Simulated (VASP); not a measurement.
# GeSb4Se (P4/mmm) in VASP: further runs, part 2 of 2

VASP 6.6.1. The steps go on from the part before.

### Step 3. Relaxation of cell and atoms, PBE

This run uses another cell than the first one, of 24.52 Å³/atom, 0.842 times its volume.

INCAR

```
SYSTEM = GeSb4Se
PREC = Accurate
ENCUT = 600
EDIFF = 1E-7
ISMEAR = 0
SIGMA = 0.1
LREAL = .FALSE.
LASPH = .TRUE.
NELM = 60
ALGO = Normal
ISIF = 3
LWAVE = .FALSE.
LCHARG = .FALSE.
GGA = PE
IBRION = 2
NSW = 90
EDIFFG = -0.04
```

KPOINTS

```
regular mesh
0
G
  4 4 4
  0 0 0
```

POSCAR

```
GeSb4Se
1.0
    4.7012654200      0.0000000000      0.0000000000
    0.0000000000      4.7012654200      0.0000000000
    0.0000000000      0.0000000000      6.6566498500
Ge Sb Se
1 4 1
Direct
    0.0000000000      0.0000000000      0.0000000000
    0.5000000000      0.0000000000      0.7458124800
    0.0000000000      0.5000000000      0.2541875200
    0.5000000000      0.0000000000      0.2541875200
    0.0000000000      0.5000000000      0.7458124800
    0.5000000000      0.5000000000      0.5000000000
```

Potentials or basis: VASP PAW PBE potentials, release 64 (Ge_d, Sb, Se).

Run with:

```sh
$ cat potpaw_PBE.64/Ge_d/POTCAR potpaw_PBE.64/Sb/POTCAR potpaw_PBE.64/Se/POTCAR > POTCAR
$ mpirun -np 1 vasp_std > vasp.out
```

OUTCAR:

```text
SYSTEM = GeSb4Se
   PREC = Accurate
   ENCUT = 600
   EDIFF = 1E-7
   ISMEAR = 0
   LREAL = .FALSE.
   LASPH = .TRUE.
   NELM = 60
   ISIF = 3
   GGA = PE
   IBRION = 2
   NSW = 90
   EDIFFG = -0.04

 ion  position               nearest neighbor table
   1  0.000  0.000  0.000-   2 2.90   3 2.90   4 2.90   5 2.90   3 2.90   5 2.90   2 2.90   4 2.90

   2  0.500  0.000  0.746-   6 2.86   6 2.86   1 2.90   1 2.90   4 3.27   5 3.32   5 3.32   5 3.32
                             5 3.32   4 3.38
   3  0.000  0.500  0.254-   6 2.86   6 2.86   1 2.90   1 2.90   5 3.27   4 3.32   4 3.32   4 3.32
                             4 3.32   5 3.38
   4  0.500  0.000  0.254-   6 2.86   6 2.86   1 2.90   1 2.90   2 3.27   3 3.32   3 3.32   3 3.32
                             3 3.32   2 3.38
   5  0.000  0.500  0.746-   6 2.86   6 2.86   1 2.90   1 2.90   3 3.27   2 3.32   2 3.32   2 3.32
                             2 3.32   3 3.38
   6  0.500  0.500  0.500-   2 2.86   3 2.86   4 2.86   5 2.86   2 2.86   4 2.86   3 2.86   5 2.86

  LATTYP: Found a simple tetragonal cell.
 ALAT       =     4.7012654200
 C/A-ratio  =     1.4159272569

  Lattice vectors:

 A1 = (   4.7012654200,   0.0000000000,   0.0000000000)
 A2 = (   0.0000000000,   4.7012654200,   0.0000000000)
 A3 = (   0.0000000000,   0.0000000000,   6.6566498500)

Analysis of symmetry for initial positions (statically):
=====================================================================
 Subroutine PRICEL returns:
 Original cell was already a primitive cell.

 Routine SETGRP: Setting up the symmetry group for a
 simple tetragonal supercell.

 Subroutine GETGRP returns: Found 16 space group operations
 (whereof 16 operations were pure point group operations)
 out of a pool of 16 trial point group operations.

The static configuration has the point symmetry D_4h.

Analysis of symmetry for dynamics (positions and initial velocities):
=====================================================================
 Subroutine PRICEL returns:
 Original cell was already a primitive cell.

 Routine SETGRP: Setting up the symmetry group for a
 simple tetragonal supercell.

 Subroutine GETGRP returns: Found 16 space group operations
 (whereof 16 operations were pure point group operations)
 out of a pool of 16 trial point group operations.
[... 123 lines left out ...]
  volume/ion in A,a.u.               =      24.52       165.47
  Fermi-wavevector in a.u.,A,eV,Ry     =   1.060555  2.004158 15.303510  1.124776
  Thomas-Fermi vector in A             =   2.195940
   LORBIT       =      0    0 simple, 1 ext, 2 COOP (PROOUT), +10 PAW based schemes
   GGA     = PE    functional components
   LHFCALC =     F    Hartree Fock is set to
   AEXX    =    0.0000 exact exchange contribution
   IVDW    =     0    specifies the selected vdW correction
   LEPSILON=     F    determine dielectric tensor
   LRPA    =     F    only Hartree local field effects (RPA)
 conjugate gradient relaxation of ions
 non-spin polarized calculation
 Gauss-broadening in eV      SIGMA  =   0.10
  energy-cutoff  :      600.00
  volume of cell :      147.12
 maximum number of plane-waves:      4954
 NGX is ok and might be reduce to    40
   NGX = 19   NGY = 19   NGZ = 27

--------------------------------------- Ionic step        1  -------------------------------------------

 number of electron      39.9999997 magnetization

 Free energy of the ion-electron system (eV)
  ---------------------------------------------------
  ext. energy  EPLUGINS =         0.00000000
  ---------------------------------------------------
  free energy    TOTEN  =       -21.69412936 eV

  energy without entropy =      -21.67895337  energy(sigma->0) =      -21.68654137

 E-fermi :   7.9898     XC(G=0): -10.2256

 val. band max:        7.9383606922   @ k =   0.2500   0.2500   0.0000
 cond. band min:       8.0632708284   @ k =   0.2500   0.0000   0.0000
 fundamental gap:      0.1249101362
 Fermi energy:         7.9897891027

 k-point     1 :       0.0000    0.0000    0.0000
  band No.  band energies     occupation
      1     -16.8017      2.00000
      2     -16.8017      2.00000
      3     -16.7937      2.00000
      4     -16.7879      2.00000
      5     -16.7716      2.00000
      6      -7.3761      2.00000
[... 588 lines left out ...]
  FREE ENERGIE OF THE ION-ELECTRON SYSTEM (eV)
  ---------------------------------------------------
  free  energy   TOTEN  =       -22.4467812228 eV

  energy  without entropy=      -22.4269151712  energy(sigma->0) =      -22.43684820

[... ionic steps 4 to 28 ...]

--------------------------------------- Ionic step       29  -------------------------------------------

 number of electron      39.9999981 magnetization

------------------------ aborting loop because EDIFF is reached ----------------------------------------
[... 75 lines left out ...]
--------------------------------------- Ionic step       31  -------------------------------------------

 number of electron      39.9999976 magnetization

 Free energy of the ion-electron system (eV)
  ---------------------------------------------------
  ext. energy  EPLUGINS =         0.00000000
  ---------------------------------------------------
  free energy    TOTEN  =       -23.00791353 eV

  energy without entropy =      -22.98805354  energy(sigma->0) =      -22.99798354

 E-fermi :   5.9304     XC(G=0):  -9.3917

 val. band max:        5.9133124395   @ k =   0.2500   0.2500   0.2500
 cond. band min:       5.9819813773   @ k =   0.5000   0.2500   0.0000
 fundamental gap:      0.0686689377
 Fermi energy:         5.9303871402

 k-point     1 :       0.0000    0.0000    0.0000
  band No.  band energies     occupation
      1     -18.9609      2.00000
      2     -18.9599      2.00000
      3     -18.9599      2.00000
      4     -18.9388      2.00000
      5     -18.9326      2.00000
      6      -7.5961      2.00000
[... 508 lines left out ...]
  FREE ENERGIE OF THE ION-ELECTRON SYSTEM (eV)
  ---------------------------------------------------
  free  energy   TOTEN  =       -23.0079135348 eV

  energy  without entropy=      -22.9880535405  energy(sigma->0) =      -22.99798354

 reached required accuracy - stopping structural energy minimisation
```

OSZICAR:

```text
N       E                     dE             d eps       ncg     rms          rms(c)
DAV:   1     0.347155254717E+03    0.34716E+03   -0.17900E+04  1016   0.238E+03
DAV:   2     0.222094916211E+02   -0.32495E+03   -0.32063E+03  1000   0.580E+02
DAV:   3    -0.199616548913E+02   -0.42171E+02   -0.41668E+02  1080   0.137E+02
[... 331 lines left out ...]
DAV:   3    -0.230079942950E+02    0.77480E-03   -0.12086E-03  1152   0.302E-01    0.626E-02
DAV:   4    -0.230079127288E+02    0.81566E-04   -0.22989E-04  1192   0.969E-02    0.150E-02
DAV:   5    -0.230079131505E+02   -0.42173E-06   -0.19133E-05  1096   0.318E-02    0.831E-03
DAV:   6    -0.230079135339E+02   -0.38345E-06   -0.20415E-06  1040   0.132E-02    0.149E-03
DAV:   7    -0.230079135348E+02   -0.81582E-09   -0.19686E-07   648   0.405E-03
  31 F= -.23007914E+02 E0= -.22997984E+02  d E =-.765543E-03
```

CONTCAR:

```text
GeSb4Se
   1.00000000000000
     4.4123854455967351    0.0000000000000000   -0.0000000000000000
    -0.0000000000000000    4.4123854455967351    0.0000000000000004
    -0.0000000000000000   -0.0000000000000006    8.9908872627341143
  Ge              Sb              Se
     1     4     1
Direct
     0.0000000000000000    0.0000000000000000    1.0000000000000000
     0.5000000000000000    0.0000000000000000    0.7593798336693064
     0.0000000000000000    0.5000000000000000    0.2406201663306936
     0.5000000000000000    0.0000000000000000    0.2406201663306936
     1.0000000000000000    0.5000000000000000    0.7593798336693064
     0.5000000000000000    0.5000000000000000    0.5000000000000000

  0.00000000E+00  0.00000000E+00  0.00000000E+00
  0.00000000E+00  0.00000000E+00  0.00000000E+00
  0.00000000E+00  0.00000000E+00  0.00000000E+00
  0.00000000E+00  0.00000000E+00  0.00000000E+00
  0.00000000E+00  0.00000000E+00  0.00000000E+00
  0.00000000E+00  0.00000000E+00  0.00000000E+00
```

It took 14 min on 1 thread of Intel Xeon 6975P-C (Granite Rapids), shared host; peak memory 0.35 GiB.

Results:

```
Free energy                            : -23.0079 eV
Relaxed volume                         : 29.17 Å³/atom
Relaxed cell                           : a = 4.412 Å, b = 4.412 Å, c = 8.991 Å, α = 90.00°, β = 90.00°, γ = 90.00°
Space group after relaxing (to 0.05 Å) : P4/mmm (No. 123)
Energy gained by relaxing              : 219.0 meV/atom
Ionic steps                            : 31
Pressure after relaxing                : 0.0 GPa
Largest force after relaxing           : 0.015 eV/Å
Band gap on the k mesh                 : zero (band 20 reaches 6.08 eV, above the bottom of band 21 at 5.15 eV)
```

Forces on the atoms (eV/Å):
```
Ge   0.000  0.000  0.000
Sb   0.000  0.000  0.015
Sb   0.000  0.000 -0.015
Sb   0.000  0.000 -0.015
Sb   0.000  0.000  0.015
Se   0.000  0.000  0.000
```

The path:
```csv
step,energy change (eV),largest force (eV/Å),pressure (GPa),volume (Å³)
1,0.0000,0.1650,11.14,147.12
2,-0.5894,0.0202,-3.34,186.51
3,-0.7527,0.0434,0.03,171.93
4,-0.7525,0.0417,-0.12,172.45
5,-0.7537,0.0363,0.01,171.97
6,-0.7554,0.0206,0.34,170.84
7,-0.7532,0.0175,1.04,168.58
8,-0.7556,0.0130,0.48,170.37
9,-0.7559,0.0112,0.50,170.33
10,-0.7567,0.0059,0.53,170.20
11,-0.7584,0.0041,0.60,169.95
12,-0.7615,0.0222,0.76,169.45
13,-0.7653,0.0457,1.11,168.42
14,-0.7677,0.0445,1.11,168.50
15,-0.7749,0.0306,1.07,168.70
16,-0.7927,0.0326,1.07,169.09
17,-0.8529,0.0915,1.00,169.73
18,-0.9628,0.0529,0.95,170.55
19,-1.2249,0.3521,1.47,170.37
20,-1.1534,0.4895,2.28,169.63
21,-1.2213,0.3850,1.60,170.25
22,-1.2197,0.3829,0.25,175.83
23,-1.2354,0.3879,0.90,172.94
24,-1.2603,0.3259,0.28,174.63
25,-1.2740,0.2398,-0.53,177.06
26,-1.2902,0.1839,-0.31,176.08
27,-1.3081,0.0161,0.45,173.34
28,-1.3082,0.0310,0.38,173.57
29,-1.3129,0.0060,-0.03,175.08
30,-1.3130,0.0140,-0.11,175.43
31,-1.3138,0.0148,0.02,175.04
```

Final structure:
```
Ge Sb Se
1.0
     4.41239    0.00000    0.00000
     0.00000    4.41239    0.00000
     0.00000    0.00000    8.99089
Ge Sb Se
1 4 1
Direct
  0.00000 0.00000 0.00000
  0.50000 0.00000 0.75938
  0.00000 0.50000 0.24062
  0.50000 0.00000 0.24062
  0.00000 0.50000 0.75938
  0.50000 0.50000 0.50000
```

Caveat: the volume moved by over 15 % at a fixed basis, so the end points are rough; spin-orbit coupling is left out, which moves the levels of the heavy elements.
